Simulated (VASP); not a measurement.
# Te (P-1) in VASP: electric field gradients with PBE

Aim: the electric field gradients of Te with PBE.

Everything below comes from runs of VASP 6.6.1. Logs are shortened: lines on timing, memory, paths and dates and some standing lists are left out, and cuts for length are marked.

## (1) The cell of the first run

The typed cell holds 3 atoms: a = 4.874 Å, b = 4.832 Å, c = 3.961 Å, α = 92.43°, β = 91.87°, γ = 58.50°.

## (2) Electric field gradients, PBE (equal xy, yz and zx shear strains of -1 %)

INCAR

```
PREC = Accurate
ENCUT = 520
EDIFF = 1E-8
ISMEAR = -1
SIGMA = 0.05
LREAL = False
LASPH = True
NELM = 80
ALGO = Normal
ISIF = 2
LWAVE = False
LCHARG = False
GGA = PE
LEFG = True
NBANDS = 16
```

KPOINTS

```
regular mesh
0
Gamma
  8 8 8
```

POSCAR

```
Te
1.0
    4.2459560000     -2.3923705000     -0.0093145000
    4.2222440000      2.3500295000     -0.0330265000
   -0.1502367500     -0.0191345000      3.9580022500
Te
3
Direct
    0.6760000000      0.6760000000      0.6750000000
    0.3240000000      0.3240000000      0.3250000000
    0.0000000000      0.0000000000      0.0000000000
```

Potentials or basis: VASP PAW PBE potentials, release 64 (Te).

Launch:

```
> cat potpaw_PBE.64/Te/POTCAR > POTCAR
> mpirun -np 1 vasp_std > vasp.out
```

OUTCAR:

```text
PREC = Accurate
   ENCUT = 520
   EDIFF = 1E-8
   ISMEAR = -1
   LREAL = False
   LASPH = True
   NELM = 80
   ISIF = 2
   GGA = PE

 ion  position               nearest neighbor table
   1  0.676  0.676  0.675-   3 2.98   2 3.04   2 3.04   3 3.11   3 3.11   2 3.23   2 3.66
   2  0.324  0.324  0.325-   3 2.98   1 3.04   1 3.04   3 3.11   3 3.11   1 3.23   1 3.66
   3  0.000  0.000  0.000-   1 2.98   2 2.98   1 3.11   2 3.11   1 3.11   2 3.11

  LATTYP: Found a triclinic cell.
 ALAT       =     4.8322948788
 B/A-ratio  =     0.9814215973
 C/A-ratio  =     0.8196724049
 COS(alpha) =     0.0096373009
 COS(beta)  =     0.0423203787
 COS(gamma) =     0.4819708329

  Lattice vectors:

 A1 = (  -4.2222440000,  -2.3500295000,   0.0330265000)
 A2 = (   0.0237120000,  -4.7424000000,   0.0237120000)
 A3 = (  -0.1502367500,  -0.0191345000,   3.9580022500)

Analysis of symmetry for initial positions (statically):
=====================================================================
 Subroutine PRICEL returns:
 Original cell was already a primitive cell.

 Routine SETGRP: Setting up the symmetry group for a
 triclinic supercell.

 Subroutine GETGRP returns: Found  2 space group operations
 (whereof  2 operations were pure point group operations)
 out of a pool of  2 trial point group operations.

The static configuration has the point symmetry S_2 .

Analysis of symmetry for dynamics (positions and initial velocities):
=====================================================================
 Subroutine PRICEL returns:
 Original cell was already a primitive cell.

 Routine SETGRP: Setting up the symmetry group for a
 triclinic supercell.

 Subroutine GETGRP returns: Found  2 space group operations
 (whereof  2 operations were pure point group operations)
 out of a pool of  2 trial point group operations.

The dynamic configuration has the point symmetry S_2 .

 Subroutine INISYM returns: Found  2 space group operations
 (whereof  2 operations are pure point group operations),
 and found     1 'primitive' translations

----------------------------------------------------------------------------------------

                                     Primitive cell

  volume of cell :      79.4568

  direct lattice vectors                    reciprocal lattice vectors
[... 132 lines left out ...]
  free energy    TOTEN  =        -8.73720845 eV

  energy without entropy =       -8.72257262  energy(sigma->0) =       -8.72989054

 E-fermi :   9.0143     XC(G=0): -10.3293

 val. band max:        9.0141172878   @ k =   0.2500   0.5000   0.3750
 cond. band min:       9.0221407836   @ k =  -0.1250  -0.1250   0.2500
 fundamental gap:      0.0080234958
 Fermi energy:         9.0143394063

 k-point     1 :       0.0000    0.0000    0.0000
  band No.  band energies     occupation
      1      -5.8079      2.00000
      2      -0.5691      2.00000
      3      -0.5167      2.00000
      4       4.2718      2.00000
      5       4.5783      2.00000
      6       5.0648      2.00000
[... 433 lines left out ...]
      3      -1.4229      2.00000
      4       3.5496      2.00000
      5       4.4555      2.00000
      6       6.0701      2.00000
[... 8 lines left out ...]
     15      15.8839      0.00000
     16      16.4015      0.00000

 [... further k-points ...]

------------------------ aborting loop because EDIFF is reached ----------------------------------------

  FORCE on cell =-STRESS in cart. coord.  units (eV):
  Direction    XX          YY          ZZ          XY          YZ          ZX
  --------------------------------------------------------------------------------------
  -------------------------------------------------------------------------------------
  Total        4.6259559      4.3866306      4.9090365      0.1206989      0.1055631      0.7393889
  in kB       93.2783810     88.4525931     98.9864555      2.4337892      2.1285882     14.9091343
  external PRESSURE =      93.5724765 kB  Pullay stress =       0.0000000 kB

 VOLUME and BASIS-vectors are now :
 -----------------------------------------------------------------------------
  energy-cutoff  :      520.00
  volume of cell :       79.46
      direct lattice vectors                 reciprocal lattice vectors
     4.245956000 -2.392370500 -0.009314500     0.117054677 -0.210261291  0.003426645
     4.222244000  2.350029500 -0.033026500     0.119174016  0.211487298  0.005545985
    -0.150236750 -0.019134500  3.958002250     0.001269885  0.001269885  0.252707052

 POSITION                                       TOTAL-FORCE (eV/Angst)
 -----------------------------------------------------------------------------------
      5.62309     -0.04154      2.64303        -0.478364      0.000625     -0.220220
      2.69487     -0.01994      1.27263         0.478364     -0.000625      0.220220
      0.00000      0.00000      0.00000         0.000000      0.000000      0.000000
 -----------------------------------------------------------------------------------
    total drift:                               -0.000000      0.000000      0.000000

  FREE ENERGIE OF THE ION-ELECTRON SYSTEM (eV)
  ---------------------------------------------------
  free  energy   TOTEN  =        -8.7372084518 eV

  energy  without entropy=       -8.7225726185  energy(sigma->0) =       -8.72989054

 Electric field gradients (V/A^2)
---------------------------------------------------------------------
 ion       V_xx      V_yy      V_zz      V_xy      V_xz      V_yz
---------------------------------------------------------------------
   1     107.360   162.391  -269.751    -5.051   -47.747    -1.014
   2     107.360   162.391  -269.751    -5.051   -47.747    -1.014
   3     246.732    56.280  -303.012    -4.573    73.901    -2.626
---------------------------------------------------------------------

 Electric field gradients after diagonalization (V/A^2)
 (convention: |V_zz| > |V_xx| > |V_yy|)
----------------------------------------------------------------------
 ion       V_xx      V_yy      V_zz     asymmetry (V_yy - V_xx)/ V_zz
----------------------------------------------------------------------
   1     162.879   112.830  -275.708       0.182
   2     162.879   112.830  -275.708       0.182
   3     256.612    56.172  -312.783       0.641
----------------------------------------------------------------------

           NMR quadrupolar parameters

 Cq : quadrupolar parameter    Cq=e*Q*V_zz/h
 eta: asymmetry parameters     (V_yy - V_xx)/ V_zz
 Q  : nuclear electric quadrupole moment in mb (millibarn)
----------------------------------------------------------------------
 ion       Cq(MHz)       eta       Q (mb)
----------------------------------------------------------------------
   1      -0.667       0.182       1.000
   2      -0.667       0.182       1.000
   3      -0.756       0.641       1.000
----------------------------------------------------------------------
```

Wall time 2.2 min (1 thread of AMD EPYC 9R45 (Zen 5), shared host); peak memory 0.35 GiB.

What came out:

- Free energy: -8.7372 eV
- Pressure: 9.4 GPa
- Largest force: 0.527 eV/Å
- Band gap on the k mesh: zero (bands 9 and 10 overlap by 3.42 eV)
- Largest electric field gradient by atom: Te -275.7, -312.8 (each value once) V/Å²

Forces on the atoms (eV/Å):
```
Te  -0.478  0.001 -0.220
Te   0.478 -0.001  0.220
Te   0.000  0.000  0.000
```

Levels at points of the mesh, in eV from the Fermi level:
```
           k point  band 7  band 8  band 9  band 10  band 11  band 12
(0.00, 0.00, 0.00)   -3.89   -2.19   -1.88     1.54     2.89     3.40
(0.50, 0.00, 0.00)   -2.64    0.17    0.18     0.42     0.90     2.86
(0.00, 0.50, 0.00)   -2.52    0.11    0.12     0.41     0.92     2.97
(0.50, 0.50, 0.00)   -2.29    0.45    0.55     0.65     0.78     2.45
(0.00, 0.00, 0.50)   -2.66   -1.87   -1.87    -1.78    -1.65    -1.00
(0.50, 0.00, 0.50)   -3.88   -3.65    1.63     1.86     1.90     3.15
(0.00, 0.50, 0.50)   -3.95   -3.76    1.64     1.87     1.97     3.33
(0.50, 0.50, 0.50)   -3.89   -3.73    1.49     1.74     2.29     2.61
```

Electric field gradients, principal values (V/Å²):
```
atom    least   middle  greatest (by size)
1 Te  112.830  162.879            -275.708
2 Te  112.830  162.879            -275.708
3 Te   56.172  256.612            -312.783
```

Caveat: the cell differs from its parent crystal (equal xy, yz and zx shear strains of -1 %); the cell stands under pressure; without QUAD_EFG the Cq values of the log hold for a quadrupole moment of 1 mb, not for the nuclei; spin-orbit coupling is left out, which moves the levels of the heavy elements.
